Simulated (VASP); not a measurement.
CuP, 2 atoms in the cell. The structure is cubic, space group Fm-3m (No. 225). The conventional cell has a = 4.783 Å, b = 4.783 Å, c = 4.783 Å, α = 90.00°, β = 90.00°, γ = 90.00°. Within 3.2 Å of Cu (site symmetry m-3m) lie 6 P at 2.39 Å. Within 3.2 Å of P (site symmetry m-3m) lie 6 Cu at 2.39 Å. 

| Quantity | Value |
| --- | --- |
| Program | VASP 6.6.1 |
| Task | single point |
| Functional | r2SCAN |
| Potentials or basis | VASP PAW PBE potentials, release 64 (Cu, P) |
| Cutoff | 520 eV |
| k mesh | 12 × 12 × 12 |
| Occupations | gaussian, width 0.05 eV |
| Spin | no spin polarisation |
| Dipole correction | no |
| Further INCAR settings | ALGO = Normal; EDIFF = 1e-06; NBANDS = 15 |

Potentials or basis: VASP PAW PBE potentials, release 64 (Cu, P).

The run is started by

```bash
$ cat potpaw_PBE.64/Cu/POTCAR potpaw_PBE.64/P/POTCAR > POTCAR
$ cp INCAR.step1 INCAR
$ mpirun -np 1 vasp_std > vasp.out
$ cp INCAR.step2 INCAR
$ mpirun -np 1 vasp_std > vasp.out
```

Hardware: 1 thread of Intel Xeon 8259CL (shared host).

Q: How long does it take, and how much memory?

A: Wall time 4 min on 1 thread of Intel Xeon 8259CL, on a shared host, peak memory 0.18 GiB. Counts: k points 72.
